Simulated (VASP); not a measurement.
# Pb (Fm-3m) in VASP: notebook

The runs below take Pb through single point, relaxation of cell and atoms, with PBEsol.

Everything below comes from runs of VASP 6.6.1. Logs are shortened: lines on timing, memory, paths and dates and some standing lists are left out, and cuts for length are marked.

**1. The cell of the first run**

It takes space group Fm-3m (No. 225, cubic). Conventional cell: a = 4.933 Å, b = 4.933 Å, c = 4.933 Å, α = 90.00°, β = 90.00°, γ = 90.00°. Pb (site symmetry m-3m) has 12 Pb at 3.49 Å within 4.6 Å.

**2. Single point, PBEsol**

File INCAR:

```
SYSTEM = Pb
PREC = Accurate ; ENCUT = 520
EDIFF = 1E-6 ; ISMEAR = 0
SIGMA = 0.05 ; LREAL = .False.
LASPH = .True. ; NELM = 60
ALGO = Normal ; ISIF = 2
LWAVE = .False. ; LCHARG = .False.
GGA = PS ; NBANDS = 13
```

File KPOINTS:

```
Automatic mesh
0
Gamma
  14 14 14
  0 0 0
```

File POSCAR:

```
Pb
1.0
    0.0000000000      2.4665544487      2.4665544487
    2.4665544487      0.0000000000      2.4665544487
    2.4665544487      2.4665544487      0.0000000000
Pb
1
Direct
    0.0000000000      0.0000000000      0.0000000000
```

Potentials or basis: VASP PAW PBE potentials, release 64 (Pb_d).

Started as:

```
$ cat potpaw_PBE.64/Pb_d/POTCAR > POTCAR
$ mpirun -np 1 vasp_std > vasp.out
```

OUTCAR:

```text
SYSTEM = Pb
   PREC = Accurate
   ENCUT = 520
   EDIFF = 1E-6
   ISMEAR = 0
   LREAL = .False.
   LASPH = .True.
   NELM = 60
   ISIF = 2
   GGA = PS

 ion  position               nearest neighbor table
   1  0.000  0.000  0.000-

  LATTYP: Found a face centered cubic cell.
 ALAT       =     4.9331088974

  Lattice vectors:

 A1 = (   0.0000000000,   2.4665544487,   2.4665544487)
 A2 = (   2.4665544487,   0.0000000000,   2.4665544487)
 A3 = (   2.4665544487,   2.4665544487,   0.0000000000)

Analysis of symmetry for initial positions (statically):
=====================================================================
 Subroutine PRICEL returns:
 Original cell was already a primitive cell.

 Routine SETGRP: Setting up the symmetry group for a
 face centered cubic supercell.

 Subroutine GETGRP returns: Found 48 space group operations
 (whereof 48 operations were pure point group operations)
 out of a pool of 48 trial point group operations.

The static configuration has the point symmetry O_h .

Analysis of symmetry for dynamics (positions and initial velocities):
=====================================================================
 Subroutine PRICEL returns:
 Original cell was already a primitive cell.

 Routine SETGRP: Setting up the symmetry group for a
 face centered cubic supercell.

 Subroutine GETGRP returns: Found 48 space group operations
 (whereof 48 operations were pure point group operations)
 out of a pool of 48 trial point group operations.

The dynamic configuration has the point symmetry O_h .

 Subroutine INISYM returns: Found 48 space group operations
 (whereof 48 operations are pure point group operations),
 and found     1 'primitive' translations

----------------------------------------------------------------------------------------

                                     Primitive cell

  volume of cell :      30.0125

  direct lattice vectors                    reciprocal lattice vectors
     0.000000000  2.466554449  2.466554449    -0.202711925  0.202711925  0.202711925
     2.466554449  0.000000000  2.466554449     0.202711925 -0.202711925  0.202711925
     2.466554449  2.466554449  0.000000000     0.202711925  0.202711925 -0.202711925

  length of vectors
     3.488234754  3.488234754  3.488234754     0.351107353  0.351107353  0.351107353

  position of ions in fractional coordinates (direct lattice)
     0.000000000  0.000000000  0.000000000

  ion indices of the primitive-cell ions
   primitive index   ion index
                 1           1

[... 82 lines left out ...]
   NELECT =      14.0000    total number of electrons
   NUPDOWN=      -1.0000    fix difference up-down
   EMIN   =  10.00;   EMAX   =-10.00  energy-range for DOS
   EFERMI =   0.00;   METHOD = LEGACY
   ISMEAR =     0;   SIGMA  =   0.05  broadening in eV -4-tet -1-fermi 0-gaus
   EFERMI_NEDOS =   21; number of points for ismear=-14 and -15
   IALGO  =     38    algorithm
   IMIX   =      4    mixing-type and parameters
     AMIX     =   0.40;   BMIX     =  1.00
     AMIX_MAG =   1.60;   BMIX_MAG =  1.00
  volume/ion in A,a.u.               =      30.01       202.53
  Fermi-wavevector in a.u.,A,eV,Ry     =   1.269648  2.399288 21.932688  1.612007
  Thomas-Fermi vector in A             =   2.402678
   LORBIT       =      0    0 simple, 1 ext, 2 COOP (PROOUT), +10 PAW based schemes
   GGA     = PS    functional components
   LHFCALC =     F    Hartree Fock is set to
   AEXX    =    0.0000 exact exchange contribution
   IVDW    =     0    specifies the selected vdW correction
   LEPSILON=     F    determine dielectric tensor
   LRPA    =     F    only Hartree local field effects (RPA)
 non-spin polarized calculation
 Gauss-broadening in eV      SIGMA  =   0.05
  energy-cutoff  :      520.00
  volume of cell :       30.01
 maximum number of plane-waves:       869
 NGX is ok and might be reduce to    28
   NGX = 13   NGY = 13   NGZ = 13

 number of electron      13.9999999 magnetization

 Free energy of the ion-electron system (eV)
  ---------------------------------------------------
  ext. energy  EPLUGINS =         0.00000000
  ---------------------------------------------------
  free energy    TOTEN  =        -4.00284822 eV

  energy without entropy =       -4.00212395  energy(sigma->0) =       -4.00248609

 E-fermi :   7.2539     XC(G=0): -10.3907

 val. band max:        7.2465058999   @ k =  -0.2857   0.2857   0.0714
 cond. band min:       7.2655346648   @ k =   0.3571   0.2143   0.0000
 fundamental gap:      0.0190287649
 Fermi energy:         7.2539282544

 k-point     1 :       0.0000    0.0000    0.0000
  band No.  band energies     occupation
      1      -9.7787      2.00000
      2      -9.7787      2.00000
      3      -9.7787      2.00000
      4      -9.6322      2.00000
      5      -9.6322      2.00000
      6      -4.6227      2.00000
      7      14.7089      0.00000
      8      14.7089      0.00000
      9      14.7089      0.00000
     10      16.9858      0.00000
     11      18.6631      0.00000
     12      19.7710      0.00000
     13      19.7710      0.00000
[... 354 lines left out ...]
  band No.  band energies     occupation
      1      -9.8219      2.00000
      2      -9.7184      2.00000
      3      -9.6890      2.00000
      4      -9.6458      2.00000
      5      -9.5602      2.00000
      6      -3.1716      2.00000
      7       8.4755      0.00000
      8      11.9809      0.00000
      9      12.2423      0.00000
     10      15.6671      0.00000
     11      17.2900      0.00000
     12      21.0738      0.00000
     13      21.6779      0.00000

 [... further k-points ...]

------------------------ aborting loop because EDIFF is reached ----------------------------------------

  FORCE on cell =-STRESS in cart. coord.  units (eV):
  Direction    XX          YY          ZZ          XY          YZ          ZX
  --------------------------------------------------------------------------------------
  -------------------------------------------------------------------------------------
  Total       -0.0113865     -0.0113865     -0.0113865     -0.0000000      0.0000000     -0.0000000
  in kB       -0.6078516     -0.6078516     -0.6078516     -0.0000000      0.0000000     -0.0000000
  external PRESSURE =      -0.6078516 kB  Pullay stress =       0.0000000 kB

 VOLUME and BASIS-vectors are now :
 -----------------------------------------------------------------------------
  energy-cutoff  :      520.00
  volume of cell :       30.01
      direct lattice vectors                 reciprocal lattice vectors
     0.000000000  2.466554449  2.466554449    -0.202711925  0.202711925  0.202711925
     2.466554449  0.000000000  2.466554449     0.202711925 -0.202711925  0.202711925
     2.466554449  2.466554449  0.000000000     0.202711925  0.202711925 -0.202711925

 POSITION                                       TOTAL-FORCE (eV/Angst)
 -----------------------------------------------------------------------------------
      0.00000      0.00000      0.00000         0.000000     -0.000000      0.000000
 -----------------------------------------------------------------------------------
    total drift:                               -0.000000     -0.000000     -0.000000

  FREE ENERGIE OF THE ION-ELECTRON SYSTEM (eV)
  ---------------------------------------------------
  free  energy   TOTEN  =        -4.0028482181 eV

  energy  without entropy=       -4.0021239544  energy(sigma->0) =       -4.00248609
```

stdout:

```text
POSCAR found type information on POSCAR Pb
 POSCAR found :  1 types and       1 ions
 scaLAPACK will be used
 -----------------------------------------------------------------------------
|                                                                             |
|                                                                             |
|     You enforced a specific xc type in the INCAR file but a different       |
|     I HOPE YOU KNOW WHAT YOU ARE DOING!                                     |
|                                                                             |
 -----------------------------------------------------------------------------

 LDA part: xc-table for (Slater+PW92), standard interpolation
 POSCAR, INCAR and KPOINTS ok, starting setup
 FFT: planning ... GRIDC
 FFT: planning ... GRID_SOFT
 FFT: planning ... GRID
 WAVECAR not read
 entering main loop
```

Wall time 1.7 min (1 thread of Intel Xeon 8259CL, shared host); peak memory 0.15 GiB.

Results:

| Property | Result |
| --- | --- |
| Free energy | -4.0028 eV |
| Pressure | -0.1 GPa |
| Band gap on the k mesh | zero (bands 7 and 8 overlap by 9.08 eV) |

Caveat: the PAW data sets were made with another functional, which shifts forces and pressure a little; spin-orbit coupling is left out, which moves the levels of the heavy elements.

**3. Relaxation of cell and atoms, PBEsol**

This run uses another cell than the first one, of 30.32 Å³/atom.

File INCAR:

```
SYSTEM = Pb
ALGO = Normal
EDIFF = 1E-7
EDIFFG = -0.01
ENCUT = 600
GGA = PS
IBRION = 2
ISIF = 3
ISMEAR = 0
LASPH = .TRUE.
LCHARG = .FALSE.
LREAL = .FALSE.
LWAVE = .FALSE.
NELM = 100
NSW = 80
PREC = Accurate
SIGMA = 0.05
```

File KPOINTS:

```
k-points
0
G
  14 14 14
  0 0 0
```

File POSCAR:

```
Pb
1.0
    0.0000000000      2.4750200000      2.4750200000
    2.4750200000      0.0000000000      2.4750200000
    2.4750200000      2.4750200000      0.0000000000
Pb
1
Direct
    0.0000000000      0.0000000000      0.0000000000
```

Potentials or basis: VASP PAW PBE potentials, release 64 (Pb_d).

Started as:

```
$ cat potpaw_PBE.64/Pb_d/POTCAR > POTCAR
$ mpirun -np 1 vasp_std > vasp.out
```

It took 3.7 min on 1 thread of Intel Xeon 8259CL, shared host; peak memory 0.17 GiB.

The run converged. Its results:

| Property | Result |
| --- | --- |
| Free energy | -4.0030 eV |
| Relaxed volume | 30.03 Å³/atom |
| Relaxed cell | a = 3.489 Å, b = 3.489 Å, c = 3.489 Å, α = 60.00°, β = 60.00°, γ = 60.00° |
| Space group after relaxing (to 0.1 Å) | Fm-3m (No. 225) |
| Energy gained by relaxing | 0.4 meV/atom |
| Ionic steps | 3 |
| Pressure after relaxing | 0.0 GPa |
| Band gap on the k mesh | zero (bands 7 and 8 overlap by 9.08 eV) |

The path:
| step | energy change (eV) | largest force (eV/Å) | pressure (GPa) | volume (Å³) |
| --- | --- | --- | --- | --- |
| 1 | 0.0000 | 0.0000 | -0.46 | 30.32 |
| 2 | -0.0004 | 0.0000 | 0.13 | 29.95 |
| 3 | -0.0004 | 0.0000 | 0.00 | 30.03 |

Final structure:
```
CELL_PARAMETERS angstrom
0.00000 2.46699 2.46699
2.46699 0.00000 2.46699
2.46699 2.46699 0.00000
ATOMIC_POSITIONS crystal
Pb 0.00000 0.00000 0.00000
```

Levels at points of the mesh, in eV from the Fermi level:
| k point | band 5 | band 6 | band 7 | band 8 | band 9 | band 10 |
| --- | --- | --- | --- | --- | --- | --- |
| (0.00, 0.00, 0.00) | -16.89 | -11.87 | 7.45 | 7.45 | 7.45 | 9.73 |
| (0.50, 0.00, 0.00) | -16.75 | -8.18 | -4.31 | 5.59 | 5.59 | 9.20 |
| (0.50, 0.50, 0.00) | -16.71 | -6.75 | -3.36 | 2.01 | 2.01 | 5.35 |

Caveat: the PAW data sets were made with another functional, which shifts forces and pressure a little; spin-orbit coupling is left out, which moves the levels of the heavy elements.
